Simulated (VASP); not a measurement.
# Ag (Fmmm) in VASP: further runs, part 2 of 2

VASP 6.6.1. Earlier steps stand in the parts before.

### Step 4. Single point, PBEsol (strain +0.0075 x Voigt [0, 0, 0, 0, 1, 0])

File INCAR:

```
PREC = Accurate
ENCUT = 520
EDIFF = 1E-7
ISMEAR = 0
SIGMA = 0.15
LREAL = False
LASPH = True
NELM = 80
ALGO = Fast
ISIF = 2
LWAVE = False
LCHARG = False
GGA = PS
NBANDS = 12
```

File KPOINTS:

```
regular mesh
0
Gamma
  20 20 20
```

File POSCAR:

```
Ag
1.0
   -1.6494452975      1.6556540000      1.6494452975
    1.6618627025     -1.6556540000      1.6618627025
    1.6494452975      1.6556540000     -1.6494452975
Ag
1
Direct
    0.0000000000      0.0000000000      0.0000000000
```

Potentials or basis: VASP PAW PBE potentials, release 64 (Ag).

The run is started by

```bash
cat potpaw_PBE.64/Ag/POTCAR > POTCAR
mpirun -np 1 vasp_std > vasp.out
```

OUTCAR:

```text
PREC = Accurate
   ENCUT = 520
   EDIFF = 1E-7
   ISMEAR = 0
   LREAL = False
   LASPH = True
   NELM = 80
   ISIF = 2
   GGA = PS

 ion  position               nearest neighbor table
   1  0.000  0.000  0.000-

  LATTYP: Found a face centered orthorhombic cell.
 ALAT       =     3.3113080000
 B/A-ratio  =     1.4089102615
 C/A-ratio  =     1.4195168632

  Lattice vectors:

 A1 = (  -0.0124174050,   0.0000000000,  -3.3113080000)
 A2 = (  -1.6618627025,   1.6556540000,  -1.6618627025)
 A3 = (   1.6494452975,   1.6556540000,  -1.6494452975)

Analysis of symmetry for initial positions (statically):
=====================================================================
 Subroutine PRICEL returns:
 Original cell was already a primitive cell.

 Routine SETGRP: Setting up the symmetry group for a
 face centered orthorhombic supercell.

 Subroutine GETGRP returns: Found  8 space group operations
 (whereof  8 operations were pure point group operations)
 out of a pool of  8 trial point group operations.

The static configuration has the point symmetry D_2h.

Analysis of symmetry for dynamics (positions and initial velocities):
=====================================================================
 Subroutine PRICEL returns:
 Original cell was already a primitive cell.

 Routine SETGRP: Setting up the symmetry group for a
 face centered orthorhombic supercell.

 Subroutine GETGRP returns: Found  8 space group operations
 (whereof  8 operations were pure point group operations)
 out of a pool of  8 trial point group operations.

The dynamic configuration has the point symmetry D_2h.

 Subroutine INISYM returns: Found  8 space group operations
 (whereof  8 operations are pure point group operations),
 and found     1 'primitive' translations

----------------------------------------------------------------------------------------

                                     Primitive cell

  volume of cell :      18.1536

  direct lattice vectors                    reciprocal lattice vectors
    -1.649445298  1.655654000  1.649445298    -0.001132499  0.301995465  0.301999712
     1.661862702 -1.655654000  1.661862702     0.300867213  0.000000000  0.300867213
     1.649445298  1.655654000 -1.649445298     0.301999712  0.301995465 -0.001132499

  length of vectors
     2.860512148  2.874850509  2.860512148     0.427090587  0.425490493  0.427090587

  position of ions in fractional coordinates (direct lattice)
     0.000000000  0.000000000  0.000000000

  ion indices of the primitive-cell ions
   primitive index   ion index
                 1           1

----------------------------------------------------------------------------------------

 KPOINTS: regular mesh

Automatic generation of k-mesh.
 Grid dimensions read from file:
 generate k-points for:   20   20   20

 Generating k-lattice:

  Cartesian coordinates                     Fractional coordinates (reciprocal lattice)
    -0.000056625  0.015099773  0.015099986     0.050000000  0.000000000  0.000000000
     0.015043361  0.000000000  0.015043361     0.000000000  0.050000000  0.000000000
     0.015099986  0.015099773 -0.000056625    -0.000000000  0.000000000  0.050000000

  Length of vectors
     0.021354529  0.021274525  0.021354529

  Shift w.r.t. Gamma in fractional coordinates (k-lattice)
     0.000000000  0.000000000  0.000000000

 Subroutine IBZKPT returns following result:
 ===========================================

 Found   1166 irreducible k-points:

 Following reciprocal coordinates:
            Coordinates               Weight
  0.000000  0.000000  0.000000      1.000000
  0.050000  0.000000  0.000000      8.000000
  0.100000  0.000000 -0.000000      8.000000
  0.150000 -0.000000  0.000000      8.000000
  0.200000  0.000000 -0.000000      8.000000
  0.250000  0.000000 -0.000000      8.000000
[... 16 lines left out ...]
 -0.450000  0.050000  0.000000      8.000000
 -0.400000  0.050000  0.000000      8.000000
 [... further k-points ...]
   k-points           NKPTS =   1166   k-points in BZ     NKDIM =   1166   number of bands    NBANDS=     12
   number of dos      NEDOS =    301   number of ions     NIONS =      1
   total plane-waves  NPLWV =  13824
   dimension x,y,z NGX =    24 NGY =   24 NGZ =   24
   dimension x,y,z NGXF=    48 NGYF=   48 NGZF=   48
   ions per type =               1
   NGX,Y,Z   is equivalent  to a cutoff of  13.95, 13.88, 13.95 a.u.
   NGXF,Y,Z  is equivalent  to a cutoff of  27.90, 27.76, 27.90 a.u.
 SYSTEM =  unknown system
   PREC   = accura    normal or accurate (medium, high low for compatibility)
   ISTART =      0    job   : 0-new  1-cont  2-samecut
   ICHARG =      2    charge: 1-file 2-atom 10-const
   ISPIN  =      1    spin polarized calculation?
   LNONCOLLINEAR =      F non collinear calculations
   LSORBIT =      F    spin-orbit coupling
   LASPH  =      T    aspherical Exc in radial PAW
   ENCUT  =  520.0 eV  38.22 Ry    6.18 a.u.   5.32  5.35  5.32*2*pi/ulx,y,z
   NELM   =     80;   NELMIN=  2; NELMDL= -5     # of ELM steps
   EDIFF  = 0.1E-06   stopping-criterion for ELM
   LREAL  =      F    real-space projection
   EDIFFG = 0.1E-05   stopping-criterion for IOM
   NSW    =      0    number of steps for IOM
   IBRION =     -1    ionic relax: 0-MD 1-quasi-New 2-CG
   NFREE  =      0    steps in history (QN), initial steepest desc. (CG)
   ISIF   =      2    stress and relaxation
   ISYM   =      2    0-nonsym 1-usesym 2-fastsym
   POTIM  = 0.5000    time-step for ionic-motion
   TEBEG  =    0.0;   TEEND  =   0.0 temperature during run
   PSTRESS=    0.0 pullay stress
   NELECT =      11.0000    total number of electrons
   NUPDOWN=      -1.0000    fix difference up-down
   EMIN   =  10.00;   EMAX   =-10.00  energy-range for DOS
   EFERMI =   0.00;   METHOD = LEGACY
   ISMEAR =     0;   SIGMA  =   0.15  broadening in eV -4-tet -1-fermi 0-gaus
   EFERMI_NEDOS =   21; number of points for ismear=-14 and -15
   IALGO  =     68    algorithm
   IMIX   =      4    mixing-type and parameters
     AMIX     =   0.40;   BMIX     =  1.00
     AMIX_MAG =   1.60;   BMIX_MAG =  1.00
  volume/ion in A,a.u.               =      18.15       122.51
  Fermi-wavevector in a.u.,A,eV,Ry     =   1.385325  2.617884 26.111267  1.919124
  Thomas-Fermi vector in A             =   2.509745
   LORBIT       =      0    0 simple, 1 ext, 2 COOP (PROOUT), +10 PAW based schemes
   GGA     = PS    functional components
   LHFCALC =     F    Hartree Fock is set to
   AEXX    =    0.0000 exact exchange contribution
   IVDW    =     0    specifies the selected vdW correction
   LEPSILON=     F    determine dielectric tensor
   LRPA    =     F    only Hartree local field effects (RPA)
 non-spin polarized calculation
 RMM-DIIS sequential band-by-band and
 Gauss-broadening in eV      SIGMA  =   0.15
  energy-cutoff  :      520.00
  volume of cell :       18.15
 maximum number of plane-waves:       498
 NGX is ok and might be reduce to    24
   NGX = 11   NGY = 11   NGZ = 11

 number of electron      11.0000001 magnetization

 Free energy of the ion-electron system (eV)
  ---------------------------------------------------
  ext. energy  EPLUGINS =         0.00000000
  ---------------------------------------------------
  free energy    TOTEN  =        -3.23602924 eV

  energy without entropy =       -3.23090750  energy(sigma->0) =       -3.23346837

 E-fermi :   7.3935     XC(G=0): -12.0409

 val. band max:        7.3919589306   @ k =   0.5000   0.0500   0.2000
 cond. band min:       7.3941202650   @ k =   0.4000  -0.3000   0.2000
 fundamental gap:      0.0021613345
 Fermi energy:         7.3934648043

 k-point     1 :       0.0000    0.0000    0.0000
  band No.  band energies     occupation
      1       0.0211      2.00000
      2       2.7046      2.00000
      3       2.7339      2.00000
      4       2.7638      2.00000
      5       3.9515      2.00000
      6       3.9518      2.00000
      7      25.0350      0.00000
      8      25.1043      0.00000
      9      25.1698      0.00000
     10      30.3455      0.00000
     11      30.4839      0.00000
     12      30.6214      0.00000
[... 331 lines left out ...]
 k-point    24 :      -0.4000    0.0500    0.0000
  band No.  band energies     occupation
      1       1.5281      2.00000
      2       2.1346      2.00000
      3       3.8181      2.00000
      4       3.9902      2.00000
      5       4.3468      2.00000
      6       5.5234      2.00000
      7      14.1750      0.00000
      8      20.7878      0.00000
      9      21.9684      0.00000
     10      26.6178      0.00000
     11      27.8864      0.00000
     12      31.3437      0.00000

 [... further k-points ...]
[... 5 lines left out ...]
  --------------------------------------------------------------------------------------
  -------------------------------------------------------------------------------------
  Total       -0.8281870     -0.8280145     -0.8281870      0.0000000     -0.0000000     -0.0273904
  in kB      -73.0930979    -73.0778720    -73.0930979      0.0000000     -0.0000000     -2.4173842
  external PRESSURE =     -73.0880226 kB  Pullay stress =       0.0000000 kB

 VOLUME and BASIS-vectors are now :
 -----------------------------------------------------------------------------
  energy-cutoff  :      520.00
  volume of cell :       18.15
      direct lattice vectors                 reciprocal lattice vectors
    -1.649445298  1.655654000  1.649445298    -0.001132499  0.301995465  0.301999712
     1.661862702 -1.655654000  1.661862702     0.300867213  0.000000000  0.300867213
     1.649445298  1.655654000 -1.649445298     0.301999712  0.301995465 -0.001132499

 POSITION                                       TOTAL-FORCE (eV/Angst)
 -----------------------------------------------------------------------------------
      0.00000      0.00000      0.00000        -0.000000      0.000000     -0.000000
 -----------------------------------------------------------------------------------
    total drift:                                0.000000      0.000000      0.000000

  FREE ENERGIE OF THE ION-ELECTRON SYSTEM (eV)
  ---------------------------------------------------
  free  energy   TOTEN  =        -3.2360292361 eV

  energy  without entropy=       -3.2309074973  energy(sigma->0) =       -3.23346837
```

Run time: 3.3 min. Hardware: 1 thread of AMD EPYC 7R13 (Zen 3), shared host; peak memory 0.31 GiB.

What came out:

| Property | Result |
| --- | --- |
| Free energy | -3.2360 eV |
| Pressure | -7.3 GPa |

Stress tensor (GPa, compression positive):
```
-7.31  0.00 -0.24
 0.00 -7.31  0.00
-0.24  0.00 -7.31
```

Caveat: the cell differs from its parent crystal (strain +0.0075 x Voigt [0, 0, 0, 0, 1, 0]); the PAW data sets were made with another functional, which shifts forces and pressure a little.

### Step 5. Summary

| cell | further INCAR settings | gap on the mesh (eV) | pressure (GPa) |
| --- | --- | --- | --- |
| a = 2.832, b = 2.904 Å, angles 109.5, 108.4, 109.5°, 1 atom | ALGO = Fast; EDIFF = 1e-07; NBANDS = 12 | none | -7.2 |
| a = 2.846, b = 2.889 Å, angles 109.5, 108.9, 109.5°, 1 atom | ALGO = Fast; EDIFF = 1e-06; NBANDS = 12 | none | -7.2 |
| a = 2.861, b = 2.875 Å, angles 109.5, 109.3, 109.5°, 1 atom | ALGO = Fast; EDIFF = 1e-07; NBANDS = 12 | none | -7.3 |

Alike in all rows: task single point; level PBEsol; potentials or basis VASP PAW PBE potentials, release 64 (Ag); no spin polarisation; k mesh 20 × 20 × 20; cutoff (eV) 520; smearing gaussian 0.15 eV.

Caveats: the PAW data sets were made with another functional, which shifts forces and pressure a little.

Absolute energies hang on the potentials; compare differences alone.
